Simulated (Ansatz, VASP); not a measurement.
# One calculation of CdTe, two programs

The input INCAR:

```
PREC = Accurate ; ENCUT = 520
EDIFF = 1E-7 ; ISMEAR = -1
SIGMA = 0.01 ; LREAL = False
LASPH = True ; NELM = 150
ALGO = Normal ; ISIF = 2
LWAVE = False ; LCHARG = True
MAGMOM = 0 0 0 0 0 0 ; LORBIT = 11
LSORBIT = True ; GGA_COMPAT = False
LORBMOM = True ; GGA = PS
LVHAR = True ; NBANDS = 30
```

KPOINTS

```
regular mesh
0
Gamma
  7 7 7
```

Contents of POSCAR:

```
CdTe
1.0
    0.0000000000      3.2821135562      3.2821135562
    3.2821135562      0.0000000000      3.2821135562
    3.2821135562      3.2821135562      0.0000000000
Cd Te
1 1
Direct
    0.0000000000      0.0000000000      0.0000000000
    0.7500000000      0.7500000000      0.7500000000
```

Input for Ansatz:

```yaml
crystal:
  lattice:
    - [0.0, 3.2821135562, 3.2821135562]
    - [3.2821135562, 0.0, 3.2821135562]
    - [3.2821135562, 3.2821135562, 0.0]
  atoms:
    - { symbol: Cd, position: [0.0, 0.0, 0.0] }
    - { symbol: Te, position: [0.75, 0.75, 0.75] }
kpoints:
  mp_grid: { grid: [7, 7, 7] }
  band_path:
    path:
      - [0.0, 0.0, 0.0]
      - [-0.5, -0.5, 0.0]
      - [-0.375, -0.375, 0.25]
      - [-0.375, 0.0, 0.375]
      - [0.0, 0.0, 0.0]
      - [0.0, 0.0, 0.5]
      - [-0.5, -0.25, 0.25]
      - [-0.5, -0.5, 0.0]
    npoints: 5
scf:
  occupations: { method: fermi_dirac, width: 0.01 }
hamiltonian:
  xc: pbesol
  pseudopotentials: { kind: all_electron, lapw: { basis_error: 0.0005 } }
output:
  forces: true
  stress: true
  eigenvalues: true
magnetization:
  noncollinear: true
  spin_orbit: true
```

Alike in both runs: task single point; functional PBEsol; k mesh 7 × 7 × 7; occupations fermi-dirac, width 0.01 eV; non-collinear spin, spin-orbit coupling.

```csv
,VASP,Ansatz
version,VASP 6.6.1,Ansatz 0.2.0
potentials or method,"VASP PAW PBE potentials, release 64 (Cd, Te), cutoff 520 eV",all-electron LAPW
```

```csv
,VASP,Ansatz,Ansatz less VASP
pressure (GPa),-1.1,-1.3,-0.15
net moment per atom (μB),0.00,0.00,0.000
```

VASP's potentials were made for PBE, not for PBEsol. Ansatz ran all-electron here, and VASP with PAW potentials.
